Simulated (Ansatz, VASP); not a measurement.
Lu: VASP beside Ansatz

File INCAR:

```
SYSTEM = Lu
ALGO     = Normal         ! electronic algorithm
EDIFF    = 1E-6           ! SCF threshold, eV
ENCUT    = 520            ! plane-wave cutoff, eV
GGA      = RP             ! functional
ISIF     = 2              ! what is computed and relaxed
ISMEAR   = -1             ! smearing method
LASPH    = .True.         ! aspherical terms in the spheres
LCHARG   = .False.        ! write CHGCAR
LREAL    = .False.        ! projectors in reciprocal space
LWAVE    = .False.        ! write WAVECAR
NBANDS   = 32             ! bands
NELM     = 80             ! most SCF steps
PREC     = Accurate       ! precision mode
SIGMA    = 0.1            ! smearing width, eV
```

The input KPOINTS:

```
k-points
0
Gamma
  8 8 8
  0 0 0
```

The input POSCAR:

```
Lu
1.0
    0.0000000000      3.6821846527      3.6821846527
    3.6821846527      0.0000000000      3.6821846527
    3.6821846527      3.6821846527      0.0000000000
Lu
2
Direct
    0.1250000000      0.1250000000      0.1250000000
    0.8750000000      0.8750000000      0.8750000000
```

Input for Ansatz:

```yaml
crystal:
  lattice:
    - [0.0, 3.6821846527, 3.6821846527]
    - [3.6821846527, 0.0, 3.6821846527]
    - [3.6821846527, 3.6821846527, 0.0]
  atoms:
    - { symbol: Lu, position: [0.125, 0.125, 0.125] }
    - { symbol: Lu, position: [0.875, 0.875, 0.875] }
hamiltonian:
  xc: rpbe
  pseudopotentials:
    kind: paw
    azcp:
      Lu: "pseudopotentials/Lu.paw.azcp"
basis:
  ecutwfc: 420
  fft_grid_basis: typed
kpoints:
  mp_grid: { grid: [8, 8, 8], shift: [0, 0, 0] }
magnetization:
  spin_polarized: false
scf:
  occupations: { method: fermi_dirac, width: 0.1 }
  lower_state_search: "off"
output:
  stress: true
```

Alike in both runs: task single point; functional RPBE; k mesh 8 × 8 × 8; occupations fermi-dirac, width 0.1 eV; no spin polarisation.

|  | VASP | Ansatz |
| --- | --- | --- |
| version | VASP 6.6.1 | Ansatz 0.2.0 |
| potentials or method | VASP PAW PBE potentials, release 64 (Lu), cutoff 520 eV | plane waves (420 eV) with PAW, scalar-relativistic |
| valence electrons in the cell | 50 | 50 |

|  | VASP | Ansatz | Ansatz less VASP |
| --- | --- | --- | --- |
| pressure (GPa) | 1.1 | 1.1 | -0.08 |

VASP's potentials were made for PBE, not for RPBE.

Neither program's run includes spin-orbit coupling.
